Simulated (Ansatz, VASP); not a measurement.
## Au in VASP and in Ansatz

Contents of INCAR:

```
PREC = Accurate ; ENCUT = 520
EDIFF = 1E-7 ; ISMEAR = 0
SIGMA = 0.15 ; LREAL = F
LASPH = T ; NELM = 60
ALGO = Fast ; ISIF = 2
LWAVE = F ; LCHARG = F
GGA = PE ; NBANDS = 42
```

File KPOINTS:

```
Automatic mesh
0
Gamma
  18 18 4
```

The input POSCAR:

```
Au
1.0
    2.0455000000     -2.0455000000      0.0000000000
    2.0455000000      0.0000000000     -2.0455000000
   11.2502500000      6.6478750000      6.6478750000
Au
6
Direct
    0.6041791667      0.6041791667      0.0833166667
   -0.6874875000     -0.6874875000      0.9166500000
    0.1458458333      0.1458458333      0.2499833333
    0.2291791667      0.2291791667      0.5833166667
   -0.3124875000     -0.3124875000      0.4166500000
   -0.2291541667     -0.2291541667      0.7499833333
```

Input for Ansatz:

```yaml
crystal:
  lattice:
    - [2.0455, -2.0455, 0.0]
    - [2.0455, 0.0, -2.0455]
    - [11.25025, 6.647875, 6.647875]
  atoms:
    - { symbol: Au, position: [0.6041791667, 0.6041791667, 0.0833166667] }
    - { symbol: Au, position: [-0.6874875, -0.6874875, 0.91665] }
    - { symbol: Au, position: [0.1458458333, 0.1458458333, 0.2499833333] }
    - { symbol: Au, position: [0.2291791667, 0.2291791667, 0.5833166667] }
    - { symbol: Au, position: [-0.3124875, -0.3124875, 0.41665] }
    - { symbol: Au, position: [-0.2291541667, -0.2291541667, 0.7499833333] }
basis:
  ecutwfc: 420
kpoints:
  mp_grid: { grid: [18, 18, 4] }
hamiltonian:
  xc: pbe
scf:
  occupations: { method: gaussian, width: 0.15 }
output:
  forces: true
  stress: true
  eigenvalues: true
```

Alike in both runs: task single point; functional PBE; k mesh 18 × 18 × 4; occupations gaussian, width 0.15 eV; no spin polarisation.

|  | VASP | Ansatz |
| --- | --- | --- |
| version | VASP 6.6.1 | Ansatz 0.2.0 |
| potentials or method | VASP PAW PBE potentials, release 64 (Au), cutoff 520 eV | scalar-relativistic, plane waves, PAW |
| valence electrons in the cell | 66 | 114 |

Ansatz gave:

| Quantity | Value |
| --- | --- |
| gap on the k mesh at the Fermi level (eV) | none |
| pressure (GPa) | 8.1 |
| traceless stress, the component that is largest in VASP (GPa) | -0.65 |
| rms of the force components (eV/Å) | 0.074 |

Task: Estimate VASP's values.

Result: gap on the k mesh at the Fermi level (eV): none; pressure (GPa): 7.8; traceless stress, the component that is largest in VASP (GPa): -0.64; rms of the force components (eV/Å): 0.074.

Atom by atom the forces differ by 0.000 eV/Å (rms over components). A gap of «none» marks a metal or a gap that the smearing closes. VASP's potentials hold 66 valence electrons a cell and Ansatz's 114, so a difference there can come from the potentials and not from the codes.

Neither program's run includes spin-orbit coupling.
